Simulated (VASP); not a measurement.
# TaN (P6_3/mmc) in VASP: notebook

The runs below take TaN through single point, with r2SCAN+U.

All numbers are computed with VASP 6.6.1; they aren't measurements. Logs are shortened: lines on timing, memory, paths and dates and some standing lists are left out, and cuts for length are marked.

### Step 1. The cell of the first run

The structure is hexagonal, space group P6_3/mmc (No. 194). The conventional cell has a = 3.048 Å, b = 3.048 Å, c = 4.918 Å, α = 90.00°, β = 90.00°, γ = 120.00°. Within 2.8 Å of Ta (site symmetry -3m) lie 6 N at 2.15 Å and 2 Ta at 2.46 Å. Within 2.8 Å of N (site symmetry -6m2) lie 6 Ta at 2.15 Å.

### Step 2. Single point, r2SCAN+U, collinear spin

POSCAR reads:

```
TaN
1.0
    3.0480018400      0.0000000000      0.0000000000
   -1.5240009200      2.6396470300      0.0000000000
    0.0000000000      0.0000000000      4.9179997800
Ta N
2 2
Direct
    0.0000000000      0.0000000000      0.0000000000
    0.0000000000      0.0000000000      0.5000000000
    0.3333333333      0.6666666667      0.2500000000
    0.6666666667      0.3333333333      0.7500000000
```

INCAR.step1 reads:

```
SYSTEM = TaN
PREC = Accurate
ENCUT = 520
ISMEAR = 0
SIGMA = 0.05
LREAL = .FALSE.
LASPH = .TRUE.
NELM = 150
ISPIN = 2
MAGMOM = 0.26 -0.26 0 0
LMAXMIX = 4
LDAU = .TRUE.
LDAUTYPE = 2
LDAUL = 2 -1
LDAUU = 4 0
LDAUJ = 0 0
NBANDS = 28
GGA = PE
ALGO = Normal
EDIFF = 1E-4
LWAVE = .TRUE.
LCHARG = .FALSE.
```

INCAR.step2 reads:

```
SYSTEM = TaN
PREC = Accurate
ENCUT = 520
EDIFF = 1E-6
ISMEAR = 0
SIGMA = 0.05
LREAL = .FALSE.
LASPH = .TRUE.
NELM = 150
ALGO = Normal
ISIF = 2
LWAVE = .FALSE.
LCHARG = .TRUE.
ISPIN = 2
MAGMOM = 0.26 -0.26 0 0
LORBIT = 11
LMAXMIX = 4
LDAU = .TRUE.
LDAUTYPE = 2
LDAUL = 2 -1
LDAUU = 4 0
LDAUJ = 0 0
LDAUPRINT = 1
METAGGA = R2SCAN
LMIXTAU = .TRUE.
LELF = .TRUE.
LVHAR = .TRUE.
NBANDS = 28
ISTART = 1
```

KPOINTS reads:

```
Automatic mesh
0
G
  7 7 4
  0 0 0
```

Potentials or basis: VASP PAW PBE potentials, release 64 (Ta_pv, N).

Started as:

```
cat potpaw_PBE.64/Ta_pv/POTCAR potpaw_PBE.64/N/POTCAR > POTCAR
cp INCAR.step1 INCAR
mpirun -np 1 vasp_std > vasp.out
cp INCAR.step2 INCAR
mpirun -np 1 vasp_std > vasp.out
```

OUTCAR:

```text
SYSTEM = TaN
   PREC = Accurate
   ENCUT = 520
   EDIFF = 1E-6
   ISMEAR = 0
   LREAL = .FALSE.
   LASPH = .TRUE.
   NELM = 150
   ISIF = 2
   ISPIN = 2
   LORBIT = 11
   METAGGA = R2SCAN
   ISTART = 1

 ion  position               nearest neighbor table
   1  0.000  0.000  0.000-   3 2.15   4 2.15   4 2.15   3 2.15   4 2.15   3 2.15   2 2.46   2 2.46

   2  0.000  0.000  0.500-   3 2.15   4 2.15   4 2.15   3 2.15   4 2.15   3 2.15   1 2.46   1 2.46

   3  0.333  0.667  0.250-   1 2.15   2 2.15   1 2.15   2 2.15   1 2.15   2 2.15
   4  0.667  0.333  0.750-   1 2.15   2 2.15   1 2.15   2 2.15   1 2.15   2 2.15

  LATTYP: Found a hexagonal cell.
 ALAT       =     3.0480018400
 C/A-ratio  =     1.6135160142

  Lattice vectors:

 A1 = (   3.0480018400,   0.0000000000,   0.0000000000)
 A2 = (  -1.5240009200,   2.6396470300,   0.0000000000)
 A3 = (   0.0000000000,   0.0000000000,   4.9179997800)

Analysis of symmetry for initial positions (statically):
=====================================================================
 Subroutine PRICEL returns:
 Original cell was already a primitive cell.

 Routine SETGRP: Setting up the symmetry group for a
 hexagonal supercell.

 Subroutine GETGRP returns: Found 24 space group operations
 (whereof 12 operations were pure point group operations)
 out of a pool of 24 trial point group operations.

The static configuration has the point symmetry D_3d.
 The point group associated with its full space group is D_6h.

Analysis of symmetry for dynamics (positions and initial velocities):
=====================================================================
 Subroutine PRICEL returns:
 Original cell was already a primitive cell.

 Routine SETGRP: Setting up the symmetry group for a
 hexagonal supercell.

 Subroutine GETGRP returns: Found 24 space group operations
 (whereof 12 operations were pure point group operations)
 out of a pool of 24 trial point group operations.

The dynamic configuration has the point symmetry D_3d.
 The point group associated with its full space group is D_6h.

Analysis of structural, dynamic, and magnetic symmetry:
=====================================================================
 Subroutine PRICEL returns:
 Original cell was already a primitive cell.

 Routine SETGRP: Setting up the symmetry group for a
 hexagonal supercell.

 Subroutine GETGRP returns: Found 24 space group operations
 (whereof 12 operations were pure point group operations)
 out of a pool of 24 trial point group operations.

The overall configuration has the point symmetry D_3d.
 The point group associated with its full space group is D_6h.

 Subroutine INISYM returns: Found 24 space group operations
 (whereof 12 operations are pure point group operations),
 and found     1 'primitive' translations

----------------------------------------------------------------------------------------

                                     Primitive cell

  volume of cell :      39.5685

  direct lattice vectors                    reciprocal lattice vectors
     3.048001840  0.000000000  0.000000000     0.328083791  0.189419265  0.000000000
    -1.524000920  2.639647030  0.000000000     0.000000000  0.378838530  0.000000000
     0.000000000  0.000000000  4.917999780     0.000000000  0.000000000  0.203334698

  length of vectors
     3.048001840  3.048001845  4.917999780     0.378838530  0.378838530  0.203334698

  position of ions in fractional coordinates (direct lattice)
     0.000000000  0.000000000  0.000000000
     0.000000000  0.000000000  0.500000000
     0.333333333  0.666666667  0.250000000
     0.666666667  0.333333333  0.750000000

  ion indices of the primitive-cell ions
   primitive index   ion index
                 1           1
                 2           2
                 3           3
                 4           4

----------------------------------------------------------------------------------------

 KPOINTS: Automatic mesh

Automatic generation of k-mesh.
 Grid dimensions read from file:
 generate k-points for:    7    7    4

 Generating k-lattice:

  Cartesian coordinates                     Fractional coordinates (reciprocal lattice)
     0.046869113  0.027059895  0.000000000     0.142857143  0.000000000  0.000000000
[... 104 lines left out ...]

 onsite density matrix

spin component  1

  0.2157  0.0000  0.0000  0.0114 -0.0000
  0.0000  0.2520  0.0000 -0.0000  0.0114
  0.0000  0.0000  0.3993  0.0000  0.0000
  0.0114 -0.0000  0.0000  0.2520  0.0000
 -0.0000  0.0114  0.0000  0.0000  0.2157

spin component  2

  0.2157  0.0000  0.0000  0.0114 -0.0000
  0.0000  0.2520  0.0000 -0.0000  0.0114
  0.0000  0.0000  0.3993  0.0000  0.0000
  0.0114 -0.0000  0.0000  0.2520  0.0000
 -0.0000  0.0114  0.0000  0.0000  0.2157

 occupancies and eigenvectors

  o =  0.2124  v =  0.9611 -0.0000 -0.0000 -0.2763  0.0000  0.0000  0.0000  0.0000  0.0000  0.0000      0.0000  0.0000  0.0000  0.0000  0.0000  0.0000  0.0000  0.0000  0.0000  0.0000
  o =  0.2124  v = -0.0000 -0.2763 -0.0000  0.0000  0.9611  0.0000  0.0000  0.0000  0.0000  0.0000      0.0000  0.0000  0.0000  0.0000  0.0000  0.0000  0.0000  0.0000  0.0000  0.0000
  o =  0.2124  v =  0.0000  0.0000  0.0000  0.0000  0.0000  0.9611 -0.0000 -0.0000 -0.2763  0.0000      0.0000  0.0000  0.0000  0.0000  0.0000  0.0000  0.0000  0.0000  0.0000  0.0000
  o =  0.2124  v =  0.0000  0.0000  0.0000  0.0000  0.0000 -0.0000 -0.2763 -0.0000  0.0000  0.9611      0.0000  0.0000  0.0000  0.0000  0.0000  0.0000  0.0000  0.0000  0.0000  0.0000
  o =  0.2552  v = -0.2763  0.0000 -0.0000 -0.9611  0.0000  0.0000  0.0000  0.0000  0.0000  0.0000      0.0000  0.0000  0.0000  0.0000  0.0000  0.0000  0.0000  0.0000  0.0000  0.0000
  o =  0.2552  v = -0.0000 -0.9611  0.0000 -0.0000 -0.2763  0.0000  0.0000  0.0000  0.0000  0.0000      0.0000  0.0000  0.0000  0.0000  0.0000  0.0000  0.0000  0.0000  0.0000  0.0000
  o =  0.2552  v =  0.0000  0.0000  0.0000  0.0000  0.0000 -0.2763  0.0000 -0.0000 -0.9611  0.0000      0.0000  0.0000  0.0000  0.0000  0.0000  0.0000  0.0000  0.0000  0.0000  0.0000
  o =  0.2552  v =  0.0000  0.0000  0.0000  0.0000  0.0000 -0.0000 -0.9611  0.0000 -0.0000 -0.2763      0.0000  0.0000  0.0000  0.0000  0.0000  0.0000  0.0000  0.0000  0.0000  0.0000
  o =  0.3993  v =  0.0000  0.0000  1.0000  0.0000  0.0000  0.0000  0.0000  0.0000  0.0000  0.0000      0.0000  0.0000  0.0000  0.0000  0.0000  0.0000  0.0000  0.0000  0.0000  0.0000
  o =  0.3993  v =  0.0000  0.0000  0.0000  0.0000  0.0000  0.0000  0.0000  1.0000  0.0000  0.0000      0.0000  0.0000  0.0000  0.0000  0.0000  0.0000  0.0000  0.0000  0.0000  0.0000

atom =   2  type =  1  l = 2

 onsite density matrix

spin component  1

  0.2157 -0.0000  0.0000 -0.0114 -0.0000
 -0.0000  0.2520 -0.0000 -0.0000 -0.0114
  0.0000 -0.0000  0.3993 -0.0000  0.0000
 -0.0114 -0.0000 -0.0000  0.2520 -0.0000
 -0.0000 -0.0114  0.0000 -0.0000  0.2157

spin component  2

  0.2157 -0.0000  0.0000 -0.0114 -0.0000
 -0.0000  0.2520 -0.0000 -0.0000 -0.0114
  0.0000 -0.0000  0.3993 -0.0000  0.0000
 -0.0114 -0.0000 -0.0000  0.2520 -0.0000
 -0.0000 -0.0114  0.0000 -0.0000  0.2157

 occupancies and eigenvectors

  o =  0.2124  v =  0.0000  0.0000  0.0000  0.0000  0.0000  0.9611  0.0000 -0.0000  0.2763  0.0000      0.0000  0.0000  0.0000  0.0000  0.0000  0.0000  0.0000  0.0000  0.0000  0.0000
  o =  0.2124  v =  0.0000  0.0000  0.0000  0.0000  0.0000 -0.0000  0.2763 -0.0000 -0.0000  0.9611      0.0000  0.0000  0.0000  0.0000  0.0000  0.0000  0.0000  0.0000  0.0000  0.0000
  o =  0.2124  v =  0.9611  0.0000 -0.0000  0.2763  0.0000  0.0000  0.0000  0.0000  0.0000  0.0000      0.0000  0.0000  0.0000  0.0000  0.0000  0.0000  0.0000  0.0000  0.0000  0.0000
  o =  0.2124  v =  0.0000 -0.2763  0.0000  0.0000 -0.9611  0.0000  0.0000  0.0000  0.0000  0.0000      0.0000  0.0000  0.0000  0.0000  0.0000  0.0000  0.0000  0.0000  0.0000  0.0000
  o =  0.2552  v =  0.0000  0.0000  0.0000  0.0000  0.0000  0.2763 -0.0000 -0.0000 -0.9611  0.0000      0.0000  0.0000  0.0000  0.0000  0.0000  0.0000  0.0000  0.0000  0.0000  0.0000
  o =  0.2552  v =  0.0000  0.0000  0.0000  0.0000  0.0000 -0.0000 -0.9611 -0.0000  0.0000  0.2763      0.0000  0.0000  0.0000  0.0000  0.0000  0.0000  0.0000  0.0000  0.0000  0.0000
  o =  0.2552  v =  0.2763  0.0000  0.0000 -0.9611 -0.0000  0.0000  0.0000  0.0000  0.0000  0.0000      0.0000  0.0000  0.0000  0.0000  0.0000  0.0000  0.0000  0.0000  0.0000  0.0000
  o =  0.2552  v = -0.0000  0.9611  0.0000  0.0000 -0.2763  0.0000  0.0000  0.0000  0.0000  0.0000      0.0000  0.0000  0.0000  0.0000  0.0000  0.0000  0.0000  0.0000  0.0000  0.0000
  o =  0.3993  v =  0.0000  0.0000  0.0000  0.0000  0.0000  0.0000 -0.0000  1.0000 -0.0000  0.0000      0.0000  0.0000  0.0000  0.0000  0.0000  0.0000  0.0000  0.0000  0.0000  0.0000
  o =  0.3993  v =  0.0000 -0.0000  1.0000 -0.0000  0.0000  0.0000  0.0000  0.0000  0.0000  0.0000      0.0000  0.0000  0.0000  0.0000  0.0000  0.0000  0.0000  0.0000  0.0000  0.0000

 number of electron      32.0000002 magnetization      -0.0000000

 Free energy of the ion-electron system (eV)
  ---------------------------------------------------
  ext. energy  EPLUGINS =         0.00000000
  ---------------------------------------------------
  free energy    TOTEN  =      -109.30765065 eV

  energy without entropy =     -109.30595473  energy(sigma->0) =     -109.30680269

 E-fermi :  10.5739     XC(G=0): -14.7918

 val. band max:       10.5665158721   @ k =   0.4286   0.1429   0.2500
 cond. band min:      10.6803281468   @ k =   0.0000   0.0000   0.5000
 fundamental gap:      0.1138122747
 Fermi energy:        10.5739160758

 spin component 1

 k-point     1 :       0.0000    0.0000    0.0000
  band No.  band energies     occupation
      1     -28.8510      1.00000
      2     -27.0036      1.00000
      3     -27.0036      1.00000
      4     -26.6251      1.00000
      5     -26.6251      1.00000
      6     -25.7250      1.00000
[... 733 lines left out ...]
     27      20.4884      0.00000
     28      20.4884      0.00000
 Fermi energy:        10.5739160758

 spin component 2

 k-point     1 :       0.0000    0.0000    0.0000
  band No.  band energies     occupation
      1     -28.8510      1.00000
      2     -27.0036      1.00000
      3     -27.0036      1.00000
      4     -26.6251      1.00000
      5     -26.6251      1.00000
      6     -25.7250      1.00000
[... 733 lines left out ...]
     27      20.4884      0.00000
     28      20.4884      0.00000

------------------------ aborting loop because EDIFF is reached ----------------------------------------

  FORCE on cell =-STRESS in cart. coord.  units (eV):
  Direction    XX          YY          ZZ          XY          YZ          ZX
  --------------------------------------------------------------------------------------
  -------------------------------------------------------------------------------------
  Total       10.6028834     10.6028835     32.4201051     -0.0000000     -0.0000000     -0.0000000
  in kB      429.3238169    429.3238188   1312.7300084     -0.0000000     -0.0000000     -0.0000000
  external PRESSURE =     723.7925480 kB  Pullay stress =       0.0000000 kB

 VOLUME and BASIS-vectors are now :
 -----------------------------------------------------------------------------
  energy-cutoff  :      520.00
  volume of cell :       39.57
      direct lattice vectors                 reciprocal lattice vectors
     3.048001840  0.000000000  0.000000000     0.328083791  0.189419265  0.000000000
    -1.524000920  2.639647030  0.000000000     0.000000000  0.378838530  0.000000000
     0.000000000  0.000000000  4.917999780     0.000000000  0.000000000  0.203334698

 POSITION                                       TOTAL-FORCE (eV/Angst)
 -----------------------------------------------------------------------------------
      0.00000      0.00000      0.00000         0.000000      0.000000      0.000000
      0.00000      0.00000      2.45900         0.000000      0.000000      0.000000
     -0.00000      1.75976      1.22950         0.000000     -0.000000     -0.000000
      1.52400      0.87988      3.68850        -0.000000      0.000000      0.000000
 -----------------------------------------------------------------------------------
    total drift:                               -0.000000      0.000000      0.000000

  FREE ENERGIE OF THE ION-ELECTRON SYSTEM (eV)
  ---------------------------------------------------
  free  energy   TOTEN  =      -109.3076506530 eV

  energy  without entropy=     -109.3059547325  energy(sigma->0) =     -109.30680269

 total charge

# of ion       s       p       d       tot
------------------------------------------
    1        0.344   6.310   2.612   9.266
    2        0.344   6.310   2.612   9.266
    3        1.251   2.639   0.000   3.890
    4        1.251   2.639   0.000   3.890
--------------------------------------------------
tot          3.191  17.897   5.224  26.312

 magnetization (x)

# of ion       s       p       d       tot
------------------------------------------
    1       -0.000  -0.000  -0.000  -0.000
    2        0.000   0.000   0.000   0.000
    3        0.000   0.000   0.000   0.000
    4        0.000   0.000   0.000   0.000
--------------------------------------------------
tot          0.000   0.000   0.000   0.000
```

Run time: 2.3 min. Hardware: 1 thread of AMD EPYC 9R45 (Zen 5), shared host; peak memory 0.18 GiB.

Results:

```yaml
Free_energy: -109.3077 eV
Pressure: 72.4 GPa
Band_gap_on_the_k_mesh: zero (filled and empty bands overlap)
Net_moment: 0.00 μB per cell
Valence_electrons_inside_the_program's_atomic_spheres: Ta 9.27; N 3.89
```

Stress tensor (GPa, compression positive):
```
 42.93   0.00   0.00
  0.00  42.93   0.00
  0.00   0.00 131.27
```

Levels at points of the mesh, in eV from the Fermi level:
Spin up:
| k point | band 12 | band 13 | band 14 | band 15 | band 16 | band 17 | band 18 | band 19 | band 20 | band 21 |
| --- | --- | --- | --- | --- | --- | --- | --- | --- | --- | --- |
| (0.00, 0.00, 0.00) | -5.96 | -4.37 | -4.37 | -4.34 | -1.79 | -1.79 | -0.43 | -0.43 | 2.67 | 4.25 |
| (0.00, 0.00, 0.50) | -6.93 | -6.93 | -6.93 | -0.51 | -0.51 | 0.11 | 0.11 | 0.11 | 0.11 | 4.84 |
Spin down:
| k point | band 13 | band 14 | band 15 | band 16 | band 17 | band 18 | band 19 | band 20 |
| --- | --- | --- | --- | --- | --- | --- | --- | --- |
| (0.00, 0.00, 0.00) | -4.37 | -4.37 | -4.34 | -1.79 | -1.79 | -0.43 | -0.43 | 2.67 |
| (0.00, 0.00, 0.50) | -6.93 | -6.93 | -0.51 | -0.51 | 0.11 | 0.11 | 0.11 | 0.11 |

Eigenvalues of the final occupation matrices:
```
    site  spin  trace               eigenvalues
site 1 d     1   1.33  0.21 0.21 0.26 0.26 0.40
site 1 d     2   1.33  0.21 0.21 0.26 0.26 0.40
site 2 d     1   1.33  0.21 0.21 0.26 0.26 0.40
site 2 d     2   1.33  0.21 0.21 0.26 0.26 0.40
```

Caveat: the cell stands under pressure; the PAW data sets were made with another functional, which shifts forces and pressure a little; spin-orbit coupling is left out, which moves the levels of the heavy elements.

### Step 3. Single point, r2SCAN+U, collinear spin

POSCAR is that of step 2.

INCAR.step1 reads:

```
SYSTEM = TaN
ALGO     = Normal         ! electronic algorithm
EDIFF    = 1E-4           ! SCF threshold, eV
ENCUT    = 520            ! plane-wave cutoff, eV
GGA      = PE             ! functional
ISMEAR   = 0              ! smearing method
ISPIN    = 2              ! spin polarisation
LASPH    = .True.         ! aspherical terms in the spheres
LCHARG   = .False.        ! write CHGCAR
LDAU     = .True.         ! DFT+U
LDAUJ    = 0 0          
LDAUL    = 2 -1           ! shell
LDAUTYPE = 2            
LDAUU    = 4 0            ! U, eV
LMAXMIX  = 4              ! l up to which the mixer works
LREAL    = .False.        ! projectors in reciprocal space
LWAVE    = .True.         ! write WAVECAR
MAGMOM   = 0.2 -0.29 -0.02 -0.02 ! initial moments
NBANDS   = 28             ! bands
NELM     = 150            ! most SCF steps
PREC     = Accurate       ! precision mode
SIGMA    = 0.05           ! smearing width, eV
```

INCAR.step2 reads:

```
SYSTEM = TaN
ALGO     = Normal         ! electronic algorithm
EDIFF    = 1E-6           ! SCF threshold, eV
ENCUT    = 520            ! plane-wave cutoff, eV
ISIF     = 2              ! what is computed and relaxed
ISMEAR   = 0              ! smearing method
ISPIN    = 2              ! spin polarisation
ISTART   = 1            
LASPH    = .True.         ! aspherical terms in the spheres
LCHARG   = .False.        ! write CHGCAR
LDAU     = .True.         ! DFT+U
LDAUJ    = 0 0          
LDAUL    = 2 -1           ! shell
LDAUPRINT= 1            
LDAUTYPE = 2            
LDAUU    = 4 0            ! U, eV
LMAXMIX  = 4              ! l up to which the mixer works
LMIXTAU  = .True.       
LORBIT   = 11             ! projections on sites
LREAL    = .False.        ! projectors in reciprocal space
LWAVE    = .False.        ! write WAVECAR
MAGMOM   = 0.2 -0.29 -0.02 -0.02 ! initial moments
METAGGA  = R2SCAN         ! meta-GGA
NBANDS   = 28             ! bands
NELM     = 150            ! most SCF steps
PREC     = Accurate       ! precision mode
SIGMA    = 0.05           ! smearing width, eV
```

KPOINTS reads:

```
k-points
0
Gamma
  7 7 4
  0 0 0
```

Potentials or basis: VASP PAW PBE potentials, release 64 (Ta_pv, N).

Started as:

```
cat potpaw_PBE.64/Ta_pv/POTCAR potpaw_PBE.64/N/POTCAR > POTCAR
cp INCAR.step1 INCAR
mpirun -np 1 vasp_std > vasp.out
cp INCAR.step2 INCAR
mpirun -np 1 vasp_std > vasp.out
```

It took 2.7 min on 1 thread of AMD EPYC 9R45 (Zen 5), shared host; peak memory 0.19 GiB.

It converged, with:

| Quantity | Value |
| --- | --- |
| Free energy | -109.3077 eV |
| Pressure | 72.4 GPa |
| Band gap on the k mesh | zero (filled and empty bands overlap) |
| Net moment | 0.00 μB per cell |
| Valence electrons inside the program's atomic spheres | Ta 9.27; N 3.89 |

Stress tensor (GPa, compression positive):
```
 42.93   0.00   0.00
  0.00  42.93   0.00
  0.00   0.00 131.27
```

Levels at points of the mesh, in eV from the Fermi level:
Spin up:
| k point | band 12 | band 13 | band 14 | band 15 | band 16 | band 17 | band 18 | band 19 | band 20 | band 21 |
| --- | --- | --- | --- | --- | --- | --- | --- | --- | --- | --- |
| (0.00, 0.00, 0.00) | -5.96 | -4.37 | -4.37 | -4.34 | -1.79 | -1.79 | -0.43 | -0.43 | 2.67 | 4.25 |
| (0.00, 0.00, 0.50) | -6.93 | -6.93 | -6.93 | -0.51 | -0.51 | 0.11 | 0.11 | 0.11 | 0.11 | 4.84 |
Spin down:
```tsv
k point	band 12	band 13	band 14	band 15	band 16	band 17	band 18	band 19	band 20	band 21
(0.00, 0.00, 0.00)	-5.96	-4.37	-4.37	-4.34	-1.79	-1.79	-0.43	-0.43	2.67	4.25
(0.00, 0.00, 0.50)	-6.93	-6.93	-6.93	-0.51	-0.51	0.11	0.11	0.11	0.11	4.84
```

Eigenvalues of the final occupation matrices:
```
    site  spin  trace               eigenvalues
site 1 d     1   1.33  0.21 0.21 0.26 0.26 0.40
site 1 d     2   1.33  0.21 0.21 0.26 0.26 0.40
site 2 d     1   1.33  0.21 0.21 0.26 0.26 0.40
site 2 d     2   1.33  0.21 0.21 0.26 0.26 0.40
```

Caveat: the cell stands under pressure; the PAW data sets were made with another functional, which shifts forces and pressure a little; spin-orbit coupling is left out, which moves the levels of the heavy elements.

(Part 1 of 2 ends here.)
